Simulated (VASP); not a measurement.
A run of VASP 6.6.1 is set up as follows.

POSCAR

```
BN
1.0
    2.5121913017      0.0000000000      0.0000000000
   -1.2560956508      2.1756214864      0.0000000000
    0.0000000000      0.0000000000      8.3340611808
B N
2 2
Direct
    0.6666666667      0.3333333333      0.2500000000
    0.3333333333      0.6666666667      0.7500000000
    0.3333333333      0.6666666667      0.2500000000
    0.6666666667      0.3333333333      0.7500000000
```

INCAR.step1

```
PREC     = Accurate       # precision mode
ENCUT    = 520            # plane-wave cutoff, eV
ISMEAR   = 0              # smearing method
SIGMA    = 0.02           # smearing width, eV
LREAL    = False          # projectors in reciprocal space
LASPH    = True           # aspherical terms in the spheres
NELM     = 60             # most SCF steps
NBANDS   = 16             # bands
GGA      = PE             # functional
ALGO     = Normal         # electronic algorithm
EDIFF    = 1E-4           # SCF threshold, eV
LWAVE    = True           # write WAVECAR
LCHARG   = False          # write CHGCAR
```

File INCAR.step2:

```
PREC     = Accurate       # precision mode
ENCUT    = 520            # plane-wave cutoff, eV
EDIFF    = 1E-6           # SCF threshold, eV
ISMEAR   = 0              # smearing method
SIGMA    = 0.02           # smearing width, eV
LREAL    = False          # projectors in reciprocal space
LASPH    = True           # aspherical terms in the spheres
NELM     = 60             # most SCF steps
ALGO     = Normal         # electronic algorithm
ISIF     = 2              # what is computed and relaxed
LWAVE    = False          # write WAVECAR
LCHARG   = True           # write CHGCAR
METAGGA  = R2SCAN         # meta-GGA
LMIXTAU  = True         
LELF     = True           # ELF
LVHAR    = True         
NBANDS   = 16             # bands
ISTART   = 1
```

The input KPOINTS:

```
Automatic mesh
0
Gamma
  12 12 4
```

Potentials or basis: VASP PAW PBE potentials, release 64 (B, N).

Run with:

```bash
$ cat potpaw_PBE.64/B/POTCAR potpaw_PBE.64/N/POTCAR > POTCAR
$ cp INCAR.step1 INCAR
$ mpirun -np 1 vasp_std > vasp.out
$ cp INCAR.step2 INCAR
$ mpirun -np 1 vasp_std > vasp.out
```

(1) Estimate the pressure.

(2) Estimate the band gap on the k mesh.

Results:

(1) -2.7 GPa.

(2) 4.64 eV, indirect (least direct gap 5.37 eV).

Caveat: the PAW data sets were made with another functional, which shifts forces and pressure a little.
